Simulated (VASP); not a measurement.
Here is a VASP 6.6.1 calculation.

Contents of POSCAR:

```
CuF
1.0
    2.8173991639      0.0000000000      0.0000000000
   -1.4086995819      2.4399392486      0.0000000000
    0.0000000000      0.0000000000      6.7876726780
Cu F
2 2
Direct
    0.3333333333      0.6666666667      0.0459865600
    0.6666666667      0.3333333333      0.5459865600
    0.3333333333      0.6666666667      0.3290134400
    0.6666666667      0.3333333333      0.8290134400
```

The input INCAR.step1:

```
SYSTEM = CuF
PREC = Accurate ; ENCUT = 520
ISMEAR = -1 ; SIGMA = 0.02
LREAL = .False. ; LASPH = .True.
NELM = 60 ; NBANDS = 26
GGA = PE ; ALGO = Normal
EDIFF = 1E-4 ; LWAVE = .True.
LCHARG = .False.
```

INCAR.step2

```
SYSTEM = CuF
PREC = Accurate ; ENCUT = 520
EDIFF = 1E-6 ; ISMEAR = -1
SIGMA = 0.02 ; LREAL = .False.
LASPH = .True. ; NELM = 60
ALGO = Normal ; ISIF = 2
LWAVE = .False. ; LCHARG = .False.
METAGGA = R2SCAN ; LMIXTAU = .True.
NBANDS = 26 ; ISTART = 1
```

The input KPOINTS:

```
Automatic mesh
0
Gamma
  9 9 4
  0 0 0
```

Potentials or basis: VASP PAW PBE potentials, release 64 (Cu, F).

Command:

```bash
$ cat potpaw_PBE.64/Cu/POTCAR potpaw_PBE.64/F/POTCAR > POTCAR
$ cp INCAR.step1 INCAR
$ mpirun -np 1 vasp_std > vasp.out
$ cp INCAR.step2 INCAR
$ mpirun -np 1 vasp_std > vasp.out
```

Question: Estimate the pressure.

Answer: -2.6 GPa.

Question: Estimate the band gap on the k mesh.

Answer: 0.34 eV, indirect (least direct gap 0.73 eV).

Question: Estimate the largest force.

Answer: 0.007 eV/Å.

Forces in eV/Å, atoms in the order of the input:
```
Cu   0.000  0.000 -0.007
Cu   0.000  0.000 -0.007
F    0.000  0.000  0.007
F    0.000  0.000  0.007
```

Caveat: the PAW data sets were made with another functional, which shifts forces and pressure a little. A k mesh can miss the band edges.
